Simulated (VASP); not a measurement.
The system is CdS (Hawleyite).

```
Cd S
1.0
     0.00000    2.91650    2.91650
     2.91650    0.00000    2.91650
     2.91650    2.91650    0.00000
Cd S
1 1
Direct
  0.00000 0.00000 0.00000
  0.25000 0.25000 0.25000
```

- Program: VASP 6.6.1
- Task: relaxation of cell and atoms
- Functional: PBE
- Potentials or basis: VASP PAW PBE potentials, release 64 (Cd, S)
- Cutoff: 600 eV
- k mesh: 6 × 6 × 6
- Occupations: gaussian, width 0.01 eV
- Spin: no spin polarisation

At the start: pressure 3.2 GPa; volume 24.81 Å³/atom.

Q: How do energy, volume and symmetry change on relaxing?

A: Over 3 steps the energy falls by 12.7 meV/atom and the volume is 26.15 Å³/atom (+5.4 %); space group F-43m (No. 216, to 0.05 Å).

Step by step:
```tsv
step	energy change (eV)	largest force (eV/Å)	pressure (GPa)	volume (Å³)
1	0.0000	0.0000	3.19	49.62
2	-0.0227	0.0000	-0.91	53.24
3	-0.0254	0.0000	0.03	52.30
```

Final structure:
```cif
data_structure
_symmetry_space_group_name_H-M 'P 1'
_symmetry_Int_Tables_number 1
_cell_length_a 4.1976
_cell_length_b 4.1976
_cell_length_c 4.1976
_cell_angle_alpha 60.000
_cell_angle_beta 60.000
_cell_angle_gamma 60.000
_cell_volume 52.30
loop_
_atom_site_label
_atom_site_type_symbol
_atom_site_fract_x
_atom_site_fract_y
_atom_site_fract_z
_atom_site_occupancy
Cd1 Cd 0.00000 0.00000 0.00000 1
S1 S 0.25000 0.25000 0.25000 1
```
